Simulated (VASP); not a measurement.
# WSe2: relaxation of cell and atoms with LDA

Crystal: WSe2.

```
CELL_PARAMETERS angstrom
3.29000 0.00000 0.00000
-1.64500 2.84922 0.00000
0.00000 0.00000 12.97000
ATOMIC_POSITIONS crystal
W 0.33333 0.66667 0.25000
W 0.66667 0.33333 0.75000
Se 0.33333 0.66667 0.62100
Se 0.66667 0.33333 0.12100
Se 0.33333 0.66667 0.87900
Se 0.66667 0.33333 0.37900
```

* Program: VASP 6.6.1
* Task: relaxation of cell and atoms
* Functional: LDA
* Potentials or basis: VASP PAW LDA potentials, release 64 (W_sv, Se)
* Cutoff: 600 eV
* k mesh: 12 × 12 × 2
* Occupations: gaussian, width 0.02 eV
* Spin: no spin polarisation
* Dipole correction: no
* Further INCAR settings: ALGO = Normal; EDIFF = 1e-07; IBRION = 2; EDIFFG = -0.005; NSW = 100; ISIF = 3

| Property | Result |
| --- | --- |
| Relaxed volume | 19.63 Å³/atom |
| Relaxed cell | a = 3.255 Å, b = 3.255 Å, c = 12.830 Å, α = 90.00°, β = 90.00°, γ = 120.00° |
| Space group after relaxing (to 0.05 Å) | P6_3/mmc (No. 194) |
| Energy gained by relaxing | 5.4 meV/atom |
| Ionic steps | 18 |
| Pressure after relaxing | 0.0 GPa |
| Largest force after relaxing | 0.003 eV/Å |
| Band gap on the k mesh | 0.87 eV, indirect (least direct gap 1.61 eV) |

Forces in eV/Å, atoms in the order of the input:
```
W    0.000  0.000  0.000
W    0.000  0.000  0.000
Se   0.000  0.000 -0.003
Se   0.000  0.000 -0.003
Se   0.000  0.000  0.003
Se   0.000  0.000  0.003
```

Step by step:
| step | energy change (eV) | largest force (eV/Å) | pressure (GPa) | volume (Å³) |
| --- | --- | --- | --- | --- |
| 1 | 0.0000 | 0.2615 | -3.28 | 121.58 |
| 2 | 0.0946 | 1.0273 | 7.47 | 114.42 |
| 3 | -0.0274 | 0.1253 | -0.14 | 119.22 |
| 4 | -0.0274 | 0.1334 | -0.08 | 119.17 |
| 5 | -0.0311 | 0.0315 | -0.02 | 118.66 |
| 6 | -0.0311 | 0.0298 | -0.02 | 118.65 |
| 7 | -0.0314 | 0.0209 | -0.07 | 118.61 |
| 8 | -0.0318 | 0.0046 | -0.22 | 118.47 |
| 9 | -0.0318 | 0.0564 | -0.52 | 118.19 |
| 10 | -0.0319 | 0.0293 | -0.36 | 118.33 |
| 11 | -0.0320 | 0.0270 | -0.34 | 118.30 |
| 12 | -0.0321 | 0.0202 | -0.27 | 118.19 |
| 13 | -0.0323 | 0.0066 | -0.14 | 117.97 |
| 14 | -0.0323 | 0.0208 | 0.13 | 117.54 |
| 15 | -0.0324 | 0.0051 | -0.03 | 117.79 |
| 16 | -0.0324 | 0.0058 | -0.02 | 117.78 |
| 17 | -0.0324 | 0.0052 | -0.02 | 117.77 |
| 18 | -0.0324 | 0.0032 | -0.01 | 117.75 |

Final structure:
```yaml
crystal:
  lattice:
    - [3.25533, 0.00000, 0.00000]
    - [-1.62767, 2.81920, 0.00000]
    - [0.00000, 0.00000, 12.83044]
  atoms:
    - { symbol: W, position: [0.33333, 0.66667, 0.25000] }
    - { symbol: W, position: [0.66667, 0.33333, 0.75000] }
    - { symbol: Se, position: [0.33333, 0.66667, 0.61983] }
    - { symbol: Se, position: [0.66667, 0.33333, 0.11983] }
    - { symbol: Se, position: [0.33333, 0.66667, 0.88017] }
    - { symbol: Se, position: [0.66667, 0.33333, 0.38017] }
```

Levels at points of the mesh, in eV from the valence-band top:
| k point | band 23 | band 24 | band 25 | band 26 | band 27 | band 28 | band 29 | band 30 |
| --- | --- | --- | --- | --- | --- | --- | --- | --- |
| (0.00, 0.00, 0.00) | -1.49 | -1.26 | -1.00 | 0.00 | 2.71 | 2.71 | 2.77 | 2.77 |
| (0.50, 0.00, 0.00) | -1.47 | -1.31 | -1.31 | -1.03 | 2.19 | 2.23 | 2.29 | 2.73 |
| (0.00, 0.00, 0.50) | -1.52 | -1.52 | -0.22 | -0.22 | 2.71 | 2.71 | 2.71 | 2.71 |
| (0.50, 0.00, 0.50) | -1.37 | -1.37 | -1.17 | -1.17 | 2.21 | 2.21 | 2.55 | 2.55 |

Wall time 33 min on 1 thread of Intel(R) Xeon(R) Platinum 8488C (Sapphire Rapids), on a shared host, peak memory 0.34 GiB.

Caveat: spin-orbit coupling is left out, which moves the levels of the heavy elements. LDA usually gives volumes a few per cent too small.
